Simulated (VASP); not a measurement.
# Ga (Fd-3m) in VASP: notebook, part 2 of 2

VASP 6.6.1. The steps go on from the part before.

**3. Single point, PBE**

This run uses another cell than the first one, of 25.40 Å³/atom, 1.136 times its volume.

Input file INCAR:

```
SYSTEM = Ga
  ALGO = Normal
  EDIFF = 1E-6
  ENCUT = 520
  GGA = PE
  ISIF = 2
  ISMEAR = -1
  LASPH = .TRUE.
  LCHARG = .FALSE.
  LREAL = .FALSE.
  LWAVE = .FALSE.
  NBANDS = 20
  NELM = 80
  PREC = Accurate
  SIGMA = 0.05
```

Input file KPOINTS:

```
k-points
0
G
  11 11 11
  0 0 0
```

Input file POSCAR:

```
Ga
1.0
    0.0000000000      2.9396115739      2.9396115739
    2.9396115739      0.0000000000      2.9396115739
    2.9396115739      2.9396115739      0.0000000000
Ga
2
Direct
   -0.1250000000     -0.1250000000     -0.1250000000
    0.1250000000      0.1250000000      0.1250000000
```

Potentials or basis: VASP PAW PBE potentials, release 64 (Ga_d).

Run with:

```
> cat potpaw_PBE.64/Ga_d/POTCAR > POTCAR
> mpirun -np 1 vasp_std > vasp.out
```

OUTCAR:

```text
SYSTEM = Ga
   EDIFF = 1E-6
   ENCUT = 520
   GGA = PE
   ISIF = 2
   ISMEAR = -1
   LASPH = .TRUE.
   LREAL = .FALSE.
   NELM = 80
   PREC = Accurate

 ion  position               nearest neighbor table
   1  0.875  0.875  0.875-   2 2.55   2 2.55   2 2.55   2 2.55
   2  0.125  0.125  0.125-   1 2.55   1 2.55   1 2.55   1 2.55

  LATTYP: Found a face centered cubic cell.
 ALAT       =     5.8792231478

  Lattice vectors:

 A1 = (   0.0000000000,   2.9396115739,   2.9396115739)
 A2 = (   2.9396115739,   0.0000000000,   2.9396115739)
 A3 = (   2.9396115739,   2.9396115739,   0.0000000000)

Analysis of symmetry for initial positions (statically):
=====================================================================
 Subroutine PRICEL returns:
 Original cell was already a primitive cell.

 Routine SETGRP: Setting up the symmetry group for a
 face centered cubic supercell.

 Subroutine GETGRP returns: Found 48 space group operations
 (whereof 12 operations were pure point group operations)
 out of a pool of 48 trial point group operations.

The static configuration has the point symmetry D_3d.
 The point group associated with its full space group is O_h .

Analysis of symmetry for dynamics (positions and initial velocities):
=====================================================================
 Subroutine PRICEL returns:
 Original cell was already a primitive cell.

 Routine SETGRP: Setting up the symmetry group for a
 face centered cubic supercell.

 Subroutine GETGRP returns: Found 48 space group operations
 (whereof 12 operations were pure point group operations)
 out of a pool of 48 trial point group operations.

The dynamic configuration has the point symmetry D_3d.
 The point group associated with its full space group is O_h .

 Subroutine INISYM returns: Found 48 space group operations
 (whereof 12 operations are pure point group operations),
 and found     1 'primitive' translations

----------------------------------------------------------------------------------------

[... 104 lines left out ...]
   NUPDOWN=      -1.0000    fix difference up-down
   EMIN   =  10.00;   EMAX   =-10.00  energy-range for DOS
   EFERMI =   0.00;   METHOD = LEGACY
   ISMEAR =    -1;   SIGMA  =   0.05  broadening in eV -4-tet -1-fermi 0-gaus
   EFERMI_NEDOS =   21; number of points for ismear=-14 and -15
   IALGO  =     38    algorithm
   IMIX   =      4    mixing-type and parameters
     AMIX     =   0.40;   BMIX     =  1.00
     AMIX_MAG =   1.60;   BMIX_MAG =  1.00
  volume/ion in A,a.u.               =      25.40       171.42
  Fermi-wavevector in a.u.,A,eV,Ry     =   1.309481  2.474561 23.330475  1.714742
  Thomas-Fermi vector in A             =   2.440077
   LORBIT       =      0    0 simple, 1 ext, 2 COOP (PROOUT), +10 PAW based schemes
   GGA     = PE    functional components
   LHFCALC =     F    Hartree Fock is set to
   AEXX    =    0.0000 exact exchange contribution
   IVDW    =     0    specifies the selected vdW correction
   LEPSILON=     F    determine dielectric tensor
   LRPA    =     F    only Hartree local field effects (RPA)
 non-spin polarized calculation
  energy-cutoff  :      520.00
  volume of cell :       50.80
 maximum number of plane-waves:      1387
   NGX = 15   NGY = 15   NGZ = 15

 number of electron      26.0000009 magnetization

 Free energy of the ion-electron system (eV)
  ---------------------------------------------------
  ext. energy  EPLUGINS =         0.00000000
  ---------------------------------------------------
  free energy    TOTEN  =        -5.25924817 eV

  energy without entropy =       -5.24841023  energy(sigma->0) =       -5.25382920

 E-fermi :   2.5866     XC(G=0):  -9.2980

 val. band max:        2.5508320456   @ k =   0.3636   0.1818   0.0909
 cond. band min:       2.5894260548   @ k =   0.1818   0.0909   0.0000
 fundamental gap:      0.0385940092
 Fermi energy:         2.5866251147

 k-point     1 :       0.0000    0.0000    0.0000
  band No.  band energies     occupation
      1     -12.1907      2.00000
      2     -12.1907      2.00000
      3     -12.1907      2.00000
      4     -12.1503      2.00000
      5     -12.1503      2.00000
      6     -11.8471      2.00000
[... 541 lines left out ...]
     19      11.2746      0.00000
     20      13.5080      0.00000

 [... further k-points ...]
[... 5 lines left out ...]
  --------------------------------------------------------------------------------------
  -------------------------------------------------------------------------------------
  Total        0.0518735      0.0518735      0.0518735     -0.0000000      0.0000000     -0.0000000
  in kB        1.6358971      1.6358971      1.6358971     -0.0000000      0.0000000     -0.0000000
  external PRESSURE =       1.6358971 kB  Pullay stress =       0.0000000 kB

 VOLUME and BASIS-vectors are now :
 -----------------------------------------------------------------------------
  energy-cutoff  :      520.00
  volume of cell :       50.80
      direct lattice vectors                 reciprocal lattice vectors
     0.000000000  2.939611574  2.939611574    -0.170090499  0.170090499  0.170090499
     2.939611574  0.000000000  2.939611574     0.170090499 -0.170090499  0.170090499
     2.939611574  2.939611574  0.000000000     0.170090499  0.170090499 -0.170090499

 POSITION                                       TOTAL-FORCE (eV/Angst)
 -----------------------------------------------------------------------------------
      5.14432      5.14432      5.14432        -0.000000     -0.000000     -0.000000
      0.73490      0.73490      0.73490         0.000000      0.000000      0.000000
 -----------------------------------------------------------------------------------
    total drift:                                0.000000      0.000000     -0.000000

  FREE ENERGIE OF THE ION-ELECTRON SYSTEM (eV)
  ---------------------------------------------------
  free  energy   TOTEN  =        -5.2592481728 eV

  energy  without entropy=       -5.2484102329  energy(sigma->0) =       -5.25382920
```

OSZICAR:

```text
N       E                     dE             d eps       ncg     rms          rms(c)
DAV:   1     0.138617581100E+03    0.13862E+03   -0.13346E+04  2268   0.222E+03
DAV:   2     0.804153770349E+01   -0.13058E+03   -0.12771E+03  2304   0.389E+02
DAV:   3    -0.503520637259E+01   -0.13077E+02   -0.13024E+02  2552   0.101E+02
DAV:   4    -0.526657089431E+01   -0.23136E+00   -0.23122E+00  2592   0.147E+01
DAV:   5    -0.527036852693E+01   -0.37976E-02   -0.37974E-02  2532   0.187E+00    0.145E+00
DAV:   6    -0.525717810451E+01    0.13190E-01   -0.58130E-02  3044   0.378E+00    0.800E-01
DAV:   7    -0.525899894481E+01   -0.18208E-02   -0.11919E-02  3192   0.155E+00    0.205E-01
DAV:   8    -0.525919943566E+01   -0.20049E-03   -0.26825E-03  2772   0.636E-01    0.276E-02
DAV:   9    -0.525924584682E+01   -0.46411E-04   -0.19249E-04  2520   0.150E-01    0.700E-03
DAV:  10    -0.525924768244E+01   -0.18356E-05   -0.18132E-05  2648   0.481E-02    0.255E-03
DAV:  11    -0.525924817275E+01   -0.49031E-06   -0.19557E-06  2080   0.103E-02
   1 F= -.52592482E+01 E0= -.52538292E+01  d E =-.108379E-01
```

Wall time 29 s (1 thread of Intel Xeon Platinum 8259CL at 2.50GHz (Skylake/Cascade Lake), shared host); peak memory 0.19 GiB.

Results:

```yaml
Free_energy: -5.2592 eV
Pressure: 0.2 GPa
Band_gap_on_the_k_mesh: zero (band 13 reaches 5.30 eV, above the bottom of band 14 at 1.54 eV)
```
